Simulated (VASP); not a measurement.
Runs of VASP 6.6.1 on InAs. The structure is that of space group Fm-3m (No. 225), or close to it. The cells are those of the table. 

```csv
task,level,potentials or basis,cell,k mesh,cutoff (eV),smearing,gap on the mesh (eV),pressure (GPa)
single point,LDA,"VASP PAW LDA potentials, release 64 (In_d, As)","a = 4.149 Å, angles 60.0°, 2 atoms",8 × 8 × 8,520,fermi-dirac 0.05 eV,none,-7.5
single point,PBE,"VASP PAW PBE potentials, release 64 (In_d, As)","a = 4.069 Å, angles 60.0°, 2 atoms",5 × 5 × 5,520,fermi-dirac 0.04 eV,none,0.1
single point,PBE,"VASP PAW PBE potentials, release 64 (In_d, As)","a = 4.069 Å, angles 60.0°, 2 atoms",8 × 8 × 8,520,gaussian 0.023 eV,none,0.0
single point,PBEsol,"VASP PAW PBE potentials, release 64 (In_d, As)","a = 3.986 Å, angles 60.0°, 2 atoms",8 × 8 × 8,520,fermi-dirac 0.05 eV,none,0.8
single point,LDA,"VASP PAW LDA potentials, release 64 (In_d, As)","a = 4.014 Å, angles 60.0°, 2 atoms",8 × 8 × 8,520,fermi-dirac 0.05 eV,none,-2.6
single point,PBE,"VASP PAW PBE potentials, release 64 (In_d, As)","a = 4.069 Å, angles 60.0°, 2 atoms",8 × 8 × 8,520,gaussian 0.024 eV,none,0.0
single point,LDA,"VASP PAW LDA potentials, release 64 (In_d, As)","a = 4.069 Å, angles 60.0°, 2 atoms",8 × 8 × 8,520,fermi-dirac 0.05 eV,none,(a)
relaxation of cell and atoms,PBE,"VASP PAW PBE potentials, release 64 (In_d, As)","relaxed from a = 4.069 Å, angles 60.0°, 2 atoms",8 × 8 × 8,600,fermi-dirac 0.05 eV,none,0.0
single point,PBE+D4,"VASP PAW PBE potentials, release 64 (In_d, As)","a = 4.011 Å, angles 60.0°, 2 atoms",8 × 8 × 8,520,fermi-dirac 0.05 eV,none,0.1
relaxation of cell and atoms,PBEsol,"VASP PAW PBE potentials, release 64 (In_d, As)","relaxed from a = 4.069 Å, angles 60.0°, 2 atoms",8 × 8 × 8,600,fermi-dirac 0.05 eV,none,0.0
```

Alike in all rows: no spin polarisation.

**Question.** Estimate the missing entries.

**Answer.** (a) -4.8.

Caveats: some runs use coarse meshes; spin-orbit coupling is left out, which moves the levels of the heavy elements; the PAW data sets were made with another functional, which shifts forces and pressure a little (some runs); the relaxation stopped at its first step, so nothing moved (some runs); pairwise dispersion overbinds metals, which lowers pressure and volume (some runs).

A k mesh can miss the band edges, and the runs leave out spin-orbit coupling on As, In.

A gap of «none» marks levels without a gap at the run's occupations.
